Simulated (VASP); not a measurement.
A run of VASP 6.6.1 is set up as follows.

File INCAR:

```
SYSTEM = BeTe
PREC = Accurate
ENCUT = 600
EDIFF = 1E-6
ISMEAR = 0
SIGMA = 0.01
LREAL = .False.
LASPH = .True.
NELM = 120
ALGO = Normal
ISIF = 2
LWAVE = .False.
LCHARG = .True.
GGA = PE
LELF = .True.
LVHAR = .True.
NBANDS = 11
GGA_COMPAT = .False.
```

KPOINTS

```
regular mesh
0
Gamma
  6 6 6
  0 0 0
```

File POSCAR:

```
BeTe
1.0
    0.0000000000      2.8032676181      2.8032676181
    2.8032676181      0.0000000000      2.8032676181
    2.8032676181      2.8032676181      0.0000000000
Be Te
1 1
Direct
    0.0000000000      0.0000000000      0.0000000000
    0.2500000000      0.2500000000      0.2500000000
```

Potentials or basis: VASP PAW PBE potentials, release 64 (Be, Te).

The run is started by

```console
$ cat potpaw_PBE.64/Be/POTCAR potpaw_PBE.64/Te/POTCAR > POTCAR
$ mpirun -np 1 vasp_std > vasp.out
```

Q: What does it give for the pressure?

A: 2.0 GPa.

Q: Estimate the band gap on the k mesh.

A: 1.94 eV, indirect (least direct gap 3.60 eV).

Caveat: spin-orbit coupling is left out, which moves the levels of the heavy elements. A k mesh can miss the band edges.
